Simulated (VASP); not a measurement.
# Nb (Im-3m) in VASP: a series of runs, part 2 of 2

VASP 6.6.1. Earlier steps stand in the parts before.

## 3. Single point, PBEsol+U

The input, INCAR:

```
SYSTEM = Nb
ALGO     = Normal         ! electronic algorithm
EDIFF    = 1E-7           ! SCF threshold, eV
ENCUT    = 520            ! plane-wave cutoff, eV
GGA      = PS             ! functional
ISIF     = 2              ! what is computed and relaxed
ISMEAR   = -1             ! smearing method
LASPH    = .True.         ! aspherical terms in the spheres
LCHARG   = .False.        ! write CHGCAR
LDAU     = .True.         ! DFT+U
LDAUJ    = 0            
LDAUL    = 2              ! shell
LDAUPRINT= 1            
LDAUTYPE = 2            
LDAUU    = 2              ! U, eV
LMAXMIX  = 4              ! l up to which the mixer works
LREAL    = .False.        ! projectors in reciprocal space
LWAVE    = .False.        ! write WAVECAR
NBANDS   = 12             ! bands
NELM     = 150            ! most SCF steps
PREC     = Accurate       ! precision mode
SIGMA    = 0.1            ! smearing width, eV
```

The input, KPOINTS:

```
k-points
0
Gamma
  16 16 16
  0 0 0
```

The input, POSCAR:

```
Nb
1.0
   -1.6360835544      1.6360835544      1.6360835544
    1.6360835544     -1.6360835544      1.6360835544
    1.6360835544      1.6360835544     -1.6360835544
Nb
1
Direct
    0.0000000000      0.0000000000      0.0000000000
```

Potentials or basis: VASP PAW PBE potentials, release 64 (Nb_sv).

Launch:

```sh
$ cat potpaw_PBE.64/Nb_sv/POTCAR > POTCAR
$ mpirun -np 1 vasp_std > vasp.out
```

OUTCAR:

```text
SYSTEM = Nb
   EDIFF = 1E-7
   ENCUT = 520
   GGA = PS
   ISIF = 2
   ISMEAR = -1
   LASPH = .True.
   LREAL = .False.
   NELM = 150
   PREC = Accurate

 ion  position               nearest neighbor table
   1  0.000  0.000  0.000-

  LATTYP: Found a body centered cubic cell.
 ALAT       =     3.2721671088

  Lattice vectors:

 A1 = (  -1.6360835544,   1.6360835544,   1.6360835544)
 A2 = (   1.6360835544,  -1.6360835544,   1.6360835544)
 A3 = (   1.6360835544,   1.6360835544,  -1.6360835544)

Analysis of symmetry for initial positions (statically):
=====================================================================
 Subroutine PRICEL returns:
 Original cell was already a primitive cell.

 Routine SETGRP: Setting up the symmetry group for a
 body centered cubic supercell.

 Subroutine GETGRP returns: Found 48 space group operations
 (whereof 48 operations were pure point group operations)
 out of a pool of 48 trial point group operations.

The static configuration has the point symmetry O_h .

Analysis of symmetry for dynamics (positions and initial velocities):
=====================================================================
 Subroutine PRICEL returns:
 Original cell was already a primitive cell.

 Routine SETGRP: Setting up the symmetry group for a
 body centered cubic supercell.

 Subroutine GETGRP returns: Found 48 space group operations
 (whereof 48 operations were pure point group operations)
 out of a pool of 48 trial point group operations.

The dynamic configuration has the point symmetry O_h .

 Subroutine INISYM returns: Found 48 space group operations
 (whereof 48 operations are pure point group operations),
 and found     1 'primitive' translations

----------------------------------------------------------------------------------------

                                     Primitive cell

  volume of cell :      17.5177

  direct lattice vectors                    reciprocal lattice vectors
    -1.636083554  1.636083554  1.636083554     0.000000000  0.305607864  0.305607864
     1.636083554 -1.636083554  1.636083554     0.305607864  0.000000000  0.305607864
     1.636083554  1.636083554 -1.636083554     0.305607864  0.305607864  0.000000000

  length of vectors
     2.833779842  2.833779842  2.833779842     0.432194786  0.432194786  0.432194786

  position of ions in fractional coordinates (direct lattice)
     0.000000000  0.000000000  0.000000000

  ion indices of the primitive-cell ions
   primitive index   ion index
                 1           1

----------------------------------------------------------------------------------------

 KPOINTS: k-points

[... 88 lines left out ...]
  volume/ion in A,a.u.               =      17.52       118.22
  Fermi-wavevector in a.u.,A,eV,Ry     =   1.482167  2.800889 29.889537  2.196819
  Thomas-Fermi vector in A             =   2.595987
   LORBIT       =      0    0 simple, 1 ext, 2 COOP (PROOUT), +10 PAW based schemes
 LDA+U is selected, type is set to LDAUTYPE =  2
   angular momentum for each species LDAUL =     2
   U (eV)           for each species LDAUU =   2.0
   J (eV)           for each species LDAUJ =   0.0
   GGA     = PS    functional components
   LHFCALC =     F    Hartree Fock is set to
   AEXX    =    0.0000 exact exchange contribution
   IVDW    =     0    specifies the selected vdW correction
   LEPSILON=     F    determine dielectric tensor
   LRPA    =     F    only Hartree local field effects (RPA)
 non-spin polarized calculation
  energy-cutoff  :      520.00
  volume of cell :       17.52
 maximum number of plane-waves:       490
 NGX is ok and might be reduce to    24
   NGX = 11   NGY = 11   NGZ = 11

atom =   1  type =  1  l = 2

 onsite density matrix

spin component  1

  0.2724 -0.0000 -0.0000 -0.0000  0.0000
 -0.0000  0.2724  0.0000 -0.0000  0.0000
 -0.0000  0.0000  0.1950 -0.0000 -0.0000
 -0.0000 -0.0000 -0.0000  0.2724  0.0000
  0.0000  0.0000 -0.0000  0.0000  0.1950

spin component  2

  0.2724 -0.0000 -0.0000 -0.0000  0.0000
 -0.0000  0.2724  0.0000 -0.0000  0.0000
 -0.0000  0.0000  0.1950 -0.0000 -0.0000
 -0.0000 -0.0000 -0.0000  0.2724  0.0000
  0.0000  0.0000 -0.0000  0.0000  0.1950

 occupancies and eigenvectors

  o =  0.1950  v =  0.0000  0.0000  0.9897  0.0000  0.1434  0.0000  0.0000  0.0000  0.0000  0.0000      0.0000  0.0000  0.0000  0.0000  0.0000  0.0000  0.0000  0.0000  0.0000  0.0000
  o =  0.1950  v =  0.0000  0.0000  0.0000  0.0000  0.0000  0.0000  0.0000  0.9897  0.0000  0.1434      0.0000  0.0000  0.0000  0.0000  0.0000  0.0000  0.0000  0.0000  0.0000  0.0000
  o =  0.1950  v =  0.0000 -0.0000 -0.1434  0.0000  0.9897  0.0000  0.0000  0.0000  0.0000  0.0000      0.0000  0.0000  0.0000  0.0000  0.0000  0.0000  0.0000  0.0000  0.0000  0.0000
  o =  0.1950  v =  0.0000  0.0000  0.0000  0.0000  0.0000  0.0000 -0.0000 -0.1434  0.0000  0.9897      0.0000  0.0000  0.0000  0.0000  0.0000  0.0000  0.0000  0.0000  0.0000  0.0000
  o =  0.2724  v =  0.0000 -0.9064  0.0000  0.4224 -0.0000  0.0000  0.0000  0.0000  0.0000  0.0000      0.0000  0.0000  0.0000  0.0000  0.0000  0.0000  0.0000  0.0000  0.0000  0.0000
  o =  0.2724  v =  0.0000  0.0000  0.0000  0.0000  0.0000  1.0000  0.0000  0.0000  0.0000  0.0000      0.0000  0.0000  0.0000  0.0000  0.0000  0.0000  0.0000  0.0000  0.0000  0.0000
  o =  0.2724  v =  0.0000  0.0000  0.0000  0.0000  0.0000  0.0000 -0.9064  0.0000  0.4224 -0.0000      0.0000  0.0000  0.0000  0.0000  0.0000  0.0000  0.0000  0.0000  0.0000  0.0000
  o =  0.2724  v =  1.0000  0.0000  0.0000  0.0000  0.0000  0.0000  0.0000  0.0000  0.0000  0.0000      0.0000  0.0000  0.0000  0.0000  0.0000  0.0000  0.0000  0.0000  0.0000  0.0000
  o =  0.2724  v =  0.0000  0.4224 -0.0000  0.9064  0.0000  0.0000  0.0000  0.0000  0.0000  0.0000      0.0000  0.0000  0.0000  0.0000  0.0000  0.0000  0.0000  0.0000  0.0000  0.0000
  o =  0.2724  v =  0.0000  0.0000  0.0000  0.0000  0.0000  0.0000  0.4224 -0.0000  0.9064  0.0000      0.0000  0.0000  0.0000  0.0000  0.0000  0.0000  0.0000  0.0000  0.0000  0.0000

 number of electron      13.0000001 magnetization

 Free energy of the ion-electron system (eV)
  ---------------------------------------------------
  ext. energy  EPLUGINS =         0.00000000
  ---------------------------------------------------
  free energy    TOTEN  =        -9.11838442 eV

  energy without entropy =       -9.07207199  energy(sigma->0) =       -9.09522820

 E-fermi :  11.6808     XC(G=0): -12.7900

 val. band max:       11.6677773944   @ k =   0.3125   0.1875   0.0000
 cond. band min:      11.6902081300   @ k =  -0.4375   0.5000   0.1875
 fundamental gap:      0.0224307356
 Fermi energy:        11.6807911061

 k-point     1 :       0.0000    0.0000    0.0000
  band No.  band energies     occupation
      1     -42.9074      2.00000
      2     -18.1502      2.00000
      3     -18.1502      2.00000
      4     -18.1502      2.00000
      5       5.3841      2.00000
      6      12.1024      0.02907
      7      12.1024      0.02907
      8      12.1024      0.02907
      9      15.2375      0.00000
     10      15.2375      0.00000
     11      25.7198      0.00000
     12      25.7198      0.00000
[... 331 lines left out ...]
 k-point    24 :       0.2500    0.1875    0.0000
  band No.  band energies     occupation
      1     -42.6645      2.00000
      2     -19.3160      2.00000
      3     -18.6311      2.00000
      4     -18.2796      2.00000
      5       8.7808      2.00000
      6      10.3445      2.00000
      7      11.1913      1.98515
      8      14.5873      0.00000
      9      16.0577      0.00000
     10      17.8445      0.00000
     11      24.7970      0.00000
     12      26.5652      0.00000

 [... further k-points ...]

------------------------ aborting loop because EDIFF is reached ----------------------------------------

  FORCE on cell =-STRESS in cart. coord.  units (eV):
  Direction    XX          YY          ZZ          XY          YZ          ZX
  --------------------------------------------------------------------------------------
  -------------------------------------------------------------------------------------
  Total        0.6455796      0.6455796      0.6455796      0.0000000      0.0000000     -0.0000000
  in kB       59.0451101     59.0451101     59.0451101      0.0000000      0.0000000     -0.0000000
  external PRESSURE =      59.0451101 kB  Pullay stress =       0.0000000 kB

 VOLUME and BASIS-vectors are now :
 -----------------------------------------------------------------------------
  energy-cutoff  :      520.00
  volume of cell :       17.52
      direct lattice vectors                 reciprocal lattice vectors
    -1.636083554  1.636083554  1.636083554     0.000000000  0.305607864  0.305607864
     1.636083554 -1.636083554  1.636083554     0.305607864  0.000000000  0.305607864
     1.636083554  1.636083554 -1.636083554     0.305607864  0.305607864  0.000000000

 POSITION                                       TOTAL-FORCE (eV/Angst)
 -----------------------------------------------------------------------------------
      0.00000      0.00000      0.00000        -0.000000     -0.000000     -0.000000
 -----------------------------------------------------------------------------------
    total drift:                               -0.000000      0.000000      0.000000

  FREE ENERGIE OF THE ION-ELECTRON SYSTEM (eV)
  ---------------------------------------------------
  free  energy   TOTEN  =        -9.1183844177 eV

  energy  without entropy=       -9.0720719858  energy(sigma->0) =       -9.09522820
```

It took 20 s on 1 thread of AMD EPYC 9R45 (Zen 5), shared host; peak memory 0.13 GiB.

Results:

```yaml
Free_energy: -9.1184 eV
Pressure: 5.9 GPa
```

Eigenvalues of the final occupation matrices:
```csv
site,spin,trace,eigenvalues
site 1 d,1,1.21,0.20 0.20 0.27 0.27 0.27
site 1 d,2,1.21,0.20 0.20 0.27 0.27 0.27
```

Caveat: the PAW data sets were made with another functional, which shifts forces and pressure a little; U without spin polarisation on a metal has little footing; the U is typed as a test and isn't derived for this compound.

## 4. Relaxation of cell and atoms, PBEsol

The input, INCAR:

```
SYSTEM = Nb
ALGO = Normal
EDIFF = 1E-6
EDIFFG = -0.005
ENCUT = 600
GGA = PS
IBRION = 2
ISIF = 3
ISMEAR = -1
LASPH = .True.
LCHARG = .False.
LREAL = .False.
LWAVE = .False.
NELM = 60
NSW = 60
PREC = Accurate
SIGMA = 0.1
```

KPOINTS is that of step 3.

The input, POSCAR:

```
Nb
1.0
   -1.6353150549      1.6353150549      1.6353150549
    1.6353150549     -1.6353150549      1.6353150549
    1.6353150549      1.6353150549     -1.6353150549
Nb
1
Direct
    0.0000000000      0.0000000000      0.0000000000
```

Launch:

```sh
$ cat potpaw_PBE.64/Nb_sv/POTCAR > POTCAR
$ mpirun -np 1 vasp_std > vasp.out
```

Wall time 17 s (1 thread of AMD EPYC 9R45 (Zen 5), shared host); peak memory 0.13 GiB.

Results (log left out):

```
Free energy             : -10.9777 eV
Pressure after relaxing : 0.0 GPa
```

Final structure:
```cif
data_structure
_symmetry_space_group_name_H-M 'P 1'
_symmetry_Int_Tables_number 1
_cell_length_a 2.8324
_cell_length_b 2.8324
_cell_length_c 2.8324
_cell_angle_alpha 109.471
_cell_angle_beta 109.471
_cell_angle_gamma 109.471
_cell_volume 17.49
loop_
_atom_site_label
_atom_site_type_symbol
_atom_site_fract_x
_atom_site_fract_y
_atom_site_fract_z
_atom_site_occupancy
Nb1 Nb 0.00000 0.00000 0.00000 1
```

Levels at points of the mesh, in eV from the Fermi level:
```tsv
k point	band 2	band 3	band 4	band 5	band 6	band 7	band 8	band 9	band 10
(0.00, 0.00, 0.00)	-29.49	-29.49	-29.49	-6.04	0.34	0.34	0.34	3.35	3.35
(0.50, 0.00, 0.00)	-30.99	-29.96	-29.51	-3.88	-1.77	2.41	3.41	4.12	6.65
(0.50, 0.50, 0.50)	-30.51	-30.51	-30.51	-3.92	-3.92	5.83	5.83	5.83	9.29
```

Caveat: the relaxation stopped at its first step, so nothing moved; the PAW data sets were made with another functional, which shifts forces and pressure a little.

## 5. Overview

| task | level | U | cell | cutoff (eV) | gap on the mesh (eV) | pressure (GPa) |
| --- | --- | --- | --- | --- | --- | --- |
| single point | PBEsol | - | a = 2.834 Å, angles 109.5°, 1 atom | 520 | none | -0.3 |
| single point | PBEsol+U | Nb d U = 2.0 eV | a = 2.834 Å, angles 109.5°, 1 atom | 520 | none | 5.9 |
| relaxation of cell and atoms | PBEsol | - | relaxed from a = 2.832 Å, angles 109.5°, 1 atom | 600 | none | 0.0 |

Alike in all rows: potentials or basis VASP PAW PBE potentials, release 64 (Nb_sv); no spin polarisation; k mesh 16 × 16 × 16; smearing fermi-dirac 0.1 eV.

Caveats: the PAW data sets were made with another functional, which shifts forces and pressure a little; U without spin polarisation on a metal has little footing (some runs); the U is typed as a test and isn't derived for this compound (some runs); the relaxation stopped at its first step, so nothing moved (some runs).

Total energies depend on the potentials used, so only differences within one code and one set of settings carry meaning.
